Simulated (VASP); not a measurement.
Crystal: BaMg2N2.

```
Ba Mg N
1.0
     4.07853    0.00000    0.00000
    -2.03927    3.53211    0.00000
     0.00000    0.00000    7.60477
Ba Mg N
1 2 2
Direct
  0.00000 0.00000 0.00000
  0.33333 0.66667 0.50000
  0.66667 0.33333 0.50000
  0.00000 0.00000 0.28169
  0.00000 0.00000 0.71831
```

| Property | Result |
| --- | --- |
| Program | VASP 6.6.1 |
| Task | relaxation of cell and atoms |
| Functional | PBE |
| Potentials or basis | VASP PAW PBE potentials, release 64 (Ba_sv, Mg, N) |
| Cutoff | 600 eV |
| k mesh | 6 × 6 × 2 |
| Occupations | gaussian, width 0.1 eV |
| Spin | no spin polarisation |

At the start: pressure 4.6 GPa; volume 21.91 Å³/atom.

Problem. How do energy, volume and symmetry change on relaxing?

Solution. Over 37 steps the energy falls by 1111.4 meV/atom and the volume is 30.26 Å³/atom (+38.1 %); space group P6/mmm (No. 191, to 0.05 Å).

The path:
```csv
step,energy change (eV),largest force (eV/Å),pressure (GPa),volume (Å³)
1,0.0000,4.7531,4.62,109.55
2,-1.7894,2.3991,-3.35,119.83
3,-2.0985,1.0542,-5.66,125.53
4,-2.1100,0.7599,-5.98,126.74
5,-2.6734,1.3187,-2.22,111.75
6,-3.5668,3.1482,8.29,93.33
7,-3.6624,0.6781,11.12,91.11
8,-3.6761,1.4575,10.26,91.66
9,-3.8427,1.0509,7.95,93.88
10,-4.0955,0.1177,2.62,100.75
11,-4.1117,0.0778,1.43,102.77
12,-4.1125,0.1217,1.17,103.28
13,-4.1343,0.0772,0.89,104.17
14,-4.1784,0.2279,0.31,106.81
15,-4.2267,1.4141,-0.20,112.13
16,-4.2494,1.3061,-0.17,112.86
17,-4.3026,1.4687,0.20,115.07
18,-4.6220,3.1039,1.94,119.45
19,-5.0673,5.0614,8.46,128.04
20,-5.0637,2.0144,4.49,123.91
21,-5.1537,0.3469,6.01,125.81
22,-5.1562,1.2399,6.55,126.36
23,-5.1643,1.9802,6.85,127.23
24,-5.1651,2.3494,6.98,127.63
25,-5.1870,2.2543,6.75,128.27
26,-5.2485,1.9819,6.08,130.21
27,-5.3522,1.5084,4.79,134.14
28,-5.4848,0.6779,2.50,142.21
29,-5.4939,1.0292,-0.98,159.25
30,-5.5287,0.2548,0.53,151.04
31,-5.5355,0.2371,0.45,151.07
32,-5.5500,0.1864,0.24,151.17
33,-5.5556,0.0901,-0.10,151.34
34,-5.5570,0.1148,0.00,151.29
35,-5.5570,0.1172,0.00,151.29
36,-5.5570,0.1351,0.13,151.29
37,-5.5571,0.0011,0.06,151.29
```

Final structure:
```cif
data_structure
_symmetry_space_group_name_H-M 'P 1'
_symmetry_Int_Tables_number 1
_cell_length_a 5.2252
_cell_length_b 5.2252
_cell_length_c 6.3984
_cell_angle_alpha 90.000
_cell_angle_beta 90.000
_cell_angle_gamma 120.000
_cell_volume 151.29
loop_
_atom_site_label
_atom_site_type_symbol
_atom_site_fract_x
_atom_site_fract_y
_atom_site_fract_z
_atom_site_occupancy
Ba1 Ba 0.00000 0.00000 0.00000 1
Mg1 Mg 0.33333 0.66667 0.50000 1
Mg2 Mg 0.66667 0.33333 0.50000 1
N1 N 0.00000 0.00000 0.40828 1
N2 N 0.00000 0.00000 0.59172 1
```

Caveat: the k points lie up to 0.49 Å⁻¹ apart in the final cell; the volume moved by over 15 % at a fixed basis, so the end points are rough.
